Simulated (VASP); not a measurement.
# Si4O in VASP: further runs, part 2 of 2

VASP 6.6.1. Earlier steps stand in the parts before.

### 3 Single point, PBE+D3(BJ), collinear spin, ferromagnetic start

File INCAR:

```
SYSTEM = Si4O
  PREC = Accurate
  ENCUT = 520
  EDIFF = 1E-6
  ISMEAR = 0
  SIGMA = 0.05
  LREAL = .FALSE.
  LASPH = .TRUE.
  NELM = 150
  ALGO = Normal
  ISIF = 2
  LWAVE = .FALSE.
  LCHARG = .FALSE.
  ISPIN = 2
  MAGMOM = 0 0 0 0 2
  LORBIT = 11
  LDIPOL = .TRUE.
  IDIPOL = 3
  DIPOL = 0.5 0.5 0.326
  GGA = PE
  IVDW = 12
  NBANDS = 23
```

File KPOINTS:

```
regular mesh
0
G
  7 7 1
  0 0 0
```

File POSCAR:

```
Si4O
1.0
    3.8333442603      0.0000000000      0.0000000000
    0.0000000000      3.8333442603      0.0000000000
    0.0000000000      0.0000000000     21.2034818054
Si O
4 1
Direct
    0.0000000000      0.5000000000      0.1886482624
    0.0000000000      0.0000000000      0.2525666261
    0.5000000000      0.0000000000      0.3191936744
    0.5000000000      0.5000000000      0.3821769405
    0.5000000000      0.8750000000      0.4859334849
```

Potentials or basis: VASP PAW PBE potentials, release 64 (Si, O).

The run is started by

```console
$ cat potpaw_PBE.64/Si/POTCAR potpaw_PBE.64/O/POTCAR > POTCAR
$ mpirun -np 1 vasp_std > vasp.out
```

OUTCAR:

```text
SYSTEM = Si4O
   PREC = Accurate
   ENCUT = 520
   EDIFF = 1E-6
   ISMEAR = 0
   LREAL = .FALSE.
   LASPH = .TRUE.
   NELM = 150
   ISIF = 2
   ISPIN = 2
   LORBIT = 11
   GGA = PE
   IVDW = 12
 IVDW          = 12

 ion  position               nearest neighbor table
   1  0.000  0.500  0.189-   2 2.35   2 2.35
   2  0.000  0.000  0.253-   1 2.35   1 2.35   3 2.38   3 2.38
   3  0.500  0.000  0.319-   4 2.34   4 2.34   2 2.38   2 2.38
   4  0.500  0.500  0.382-   3 2.34   3 2.34
   5  0.500  0.875  0.486-

  LATTYP: Found a simple tetragonal cell.
 ALAT       =     3.8333442603
 C/A-ratio  =     5.5313273125

  Lattice vectors:

 A1 = (   3.8333442603,   0.0000000000,   0.0000000000)
 A2 = (   0.0000000000,   3.8333442603,   0.0000000000)
 A3 = (   0.0000000000,   0.0000000000,  21.2034818054)

Analysis of symmetry for initial positions (statically):
=====================================================================
 Subroutine PRICEL returns:
 Original cell was already a primitive cell.

 Routine SETGRP: Setting up the symmetry group for a
 simple tetragonal supercell.

 Subroutine GETGRP returns: Found  2 space group operations
 (whereof  2 operations were pure point group operations)
 out of a pool of 16 trial point group operations.

The static configuration has the point symmetry C_1h.

Analysis of symmetry for dynamics (positions and initial velocities):
=====================================================================
 Subroutine PRICEL returns:
 Original cell was already a primitive cell.

 Routine SETGRP: Setting up the symmetry group for a
 simple tetragonal supercell.

 Subroutine GETGRP returns: Found  2 space group operations
 (whereof  2 operations were pure point group operations)
 out of a pool of 16 trial point group operations.

The dynamic configuration has the point symmetry C_1h.

Analysis of structural, dynamic, and magnetic symmetry:
[... 168 lines left out ...]
 spin component 1

 k-point     1 :       0.0000    0.0000    0.0000
  band No.  band energies     occupation
      1     -20.2820      1.00000
      2     -14.1217      1.00000
      3     -11.9511      1.00000
      4      -8.6201      1.00000
      5      -5.7809      1.00000
      6      -5.6458      1.00000
[... 405 lines left out ...]
     22       5.6629      0.00000
     23       6.0331      0.00000
 Fermi energy:        -3.0877602959

 spin component 2

 k-point     1 :       0.0000    0.0000    0.0000
  band No.  band energies     occupation
      1     -17.9731      1.00000
      2     -14.1340      1.00000
      3     -11.9648      1.00000
      4      -8.6366      1.00000
      5      -5.2657      1.00000
      6      -5.0392      1.00000
[... 405 lines left out ...]
     22       5.6368      0.00000
     23       6.0216      0.00000

------------------------ aborting loop because EDIFF is reached ----------------------------------------

 vacuum level on the upper side and lower side of the slab       (xc-potential included)         1.135        -1.226

 Edisp (eV)   -0.99952

 E8    (eV) :    -0.4254

  FORCE on cell =-STRESS in cart. coord.  units (eV):
  Direction    XX          YY          ZZ          XY          YZ          ZX
  --------------------------------------------------------------------------------------
  -------------------------------------------------------------------------------------
  Total      -4.23651    -2.51266    -4.75091     0.00000    -2.19898     0.00000
  in kB     -21.78494   -12.92055   -24.43004     0.00000   -11.30755     0.00000
  external pressure =      -19.71 kB  Pullay stress =        0.00 kB

 VOLUME and BASIS-vectors are now :
 -----------------------------------------------------------------------------
  energy-cutoff  :      520.00
  volume of cell :      311.58
      direct lattice vectors                 reciprocal lattice vectors
     3.833344260  0.000000000  0.000000000     0.260868822  0.000000000  0.000000000
     0.000000000  3.833344260  0.000000000     0.000000000  0.260868822  0.000000000
     0.000000000  0.000000000 21.203481805     0.000000000  0.000000000  0.047162066

 POSITION                                       TOTAL-FORCE (eV/Angst)
 -----------------------------------------------------------------------------------
      0.00000      1.91667      4.00000         0.000000      0.080806     -0.048396
      0.00000      0.00000      5.35529         0.000000      0.097341      0.215441
      1.91667      0.00000      6.76802         0.000000     -0.331004      0.111619
      1.91667      1.91667      8.10348         0.000000      1.080884      1.623744
      1.91667      3.35418     10.30348         0.000000     -0.928027     -1.902407
 -----------------------------------------------------------------------------------
    total drift:                                0.000000      0.000100      0.000008

  FREE ENERGIE OF THE ION-ELECTRON SYSTEM (eV)
  ---------------------------------------------------
  free  energy   TOTEN  =       -21.9492066669 eV

  energy  without entropy=      -21.9423100644  energy(sigma->0) =      -21.94575837

 vacuum level on the upper side and lower side of the slab         4.574         2.205

 total charge

# of ion       s       p       d       tot
------------------------------------------
    1        0.865   0.720   0.000   1.586
    2        0.776   0.891   0.000   1.667
    3        0.780   0.886   0.000   1.667
    4        0.841   0.684   0.000   1.525
    5        1.618   2.985   0.000   4.603
--------------------------------------------------
tot          4.881   6.166   0.000  11.047

 magnetization (x)

# of ion       s       p       d       tot
------------------------------------------
    1        0.002  -0.001   0.000   0.000
    2       -0.000  -0.008   0.000  -0.008
    3        0.003  -0.001   0.000   0.001
    4        0.002  -0.042   0.000  -0.039
    5        0.011   1.120   0.000   1.131
--------------------------------------------------
tot          0.017   1.069   0.000   1.086
```

It took 7.1 min on 1 thread of Intel Xeon 6975P-C (Granite Rapids), shared host; peak memory 0.6 GiB.

Results:

```
Free energy                                           : -21.9492 eV
Largest force                                         : 2.117 eV/Å
Net moment                                            : 1.28 μB per cell
Site moments                                          : Si +0.00, -0.01, -0.04 (each value once); O +1.13 μB
Valence electrons inside the program's atomic spheres : Si 1.59, 1.67, 1.52 (each value once); O 4.60
Dispersion energy per atom                            : -0.200 eV
```

Forces on the atoms (eV/Å):
```
Si   0.000  0.081 -0.048
Si   0.000  0.097  0.215
Si   0.000 -0.331  0.112
Si   0.000  1.081  1.624
O    0.000 -0.928 -1.902
```

Levels at points of the mesh, in eV from the Fermi level:
Spin up:
| k point | band 9 | band 10 | band 11 | band 12 | band 13 | band 14 |
| --- | --- | --- | --- | --- | --- | --- |
| (0.00, 0.00, 0.00) | -1.73 | -1.13 | -0.64 | 0.78 | 1.24 | 1.72 |
Spin down:
```
           k point  band 8  band 9  band 10  band 11  band 12  band 13
(0.00, 0.00, 0.00)   -0.80   -0.35     0.05     0.31     0.95     1.28
```

### 4 Single point, PBE+D3(BJ), collinear spin, ferromagnetic start

File INCAR:

```
SYSTEM = Si4O
PREC = Accurate ; ENCUT = 520
EDIFF = 1E-6 ; ISMEAR = 0
SIGMA = 0.05 ; LREAL = .False.
LASPH = .True. ; NELM = 150
ALGO = Normal ; ISIF = 2
LWAVE = .False. ; LCHARG = .False.
ISPIN = 2 ; MAGMOM = 0 0 0 0 2
LORBIT = 11 ; LDIPOL = .True.
IDIPOL = 3 ; DIPOL = 0.5 0.5 0.326
GGA = PE ; IVDW = 12
NBANDS = 23
```

File KPOINTS:

```
regular mesh
0
Gamma
  7 7 1
  0 0 0
```

POSCAR: that of step 3 with these lines changed.

```diff
@@ -12,2 +12,2 @@
     0.5000000000      0.5000000000      0.3821769405
-    0.5000000000      0.8750000000      0.4859334849
+    0.8750000000      0.5000000000      0.4859334849
```

The run is started by

```console
$ cat potpaw_PBE.64/Si/POTCAR potpaw_PBE.64/O/POTCAR > POTCAR
$ mpirun -np 1 vasp_std > vasp.out
```

It took 4.7 min on 1 thread of Intel Xeon 6975P-C (Granite Rapids), shared host; peak memory 0.59 GiB.

Results (log left out):

```yaml
Free_energy: -22.2714 eV
Largest_force: 2.350 eV/Å
Net_moment: 1.16 μB per cell
Site_moments: Si -0.02, -0.01, -0.03 (each value once); O +1.05 μB
Valence_electrons_inside_the_program's_atomic_spheres: Si 1.59, 1.67, 1.52 (each value once); O 4.61
Dispersion_energy_per_atom: -0.200 eV
```

Forces in eV/Å, atoms in the order of the input:
```
Si  -0.049  0.000 -0.114
Si   0.116  0.000  0.319
Si   0.012  0.000  0.153
Si   0.555  0.000  1.905
O   -0.634  0.000 -2.263
```

Levels at points of the mesh, in eV from the Fermi level:
Spin up:
```csv
k point,band 9,band 10,band 11,band 12,band 13,band 14
"(0.00, 0.00, 0.00)",-1.66,-1.09,-0.79,0.61,1.20,1.62
```
Spin down:
| k point | band 6 | band 7 | band 8 | band 9 | band 10 | band 11 | band 12 | band 13 | band 14 | band 15 |
| --- | --- | --- | --- | --- | --- | --- | --- | --- | --- | --- |
| (0.00, 0.00, 0.00) | -2.19 | -1.94 | -0.84 | -0.64 | -0.43 | 0.57 | 0.72 | 1.22 | 1.61 | 1.85 |

### 5 Summary

```csv
cell,gap on the mesh (eV),moment (μB),largest force (eV/Å)
"as given, atomic positions A",none,0.89,4.31
"as given, atomic positions B",none,1.28,2.12
"as given, atomic positions C",none,1.16,2.35
```

Alike in all rows: task single point; level PBE+D3(BJ); potentials or basis VASP PAW PBE potentials, release 64 (Si, O); spin collinear, ferromagnetic start; k mesh 7 × 7 × 1; cutoff (eV) 520; smearing gaussian 0.05 eV.

Total energies depend on the potentials used, so only differences within one code and one set of settings carry meaning.
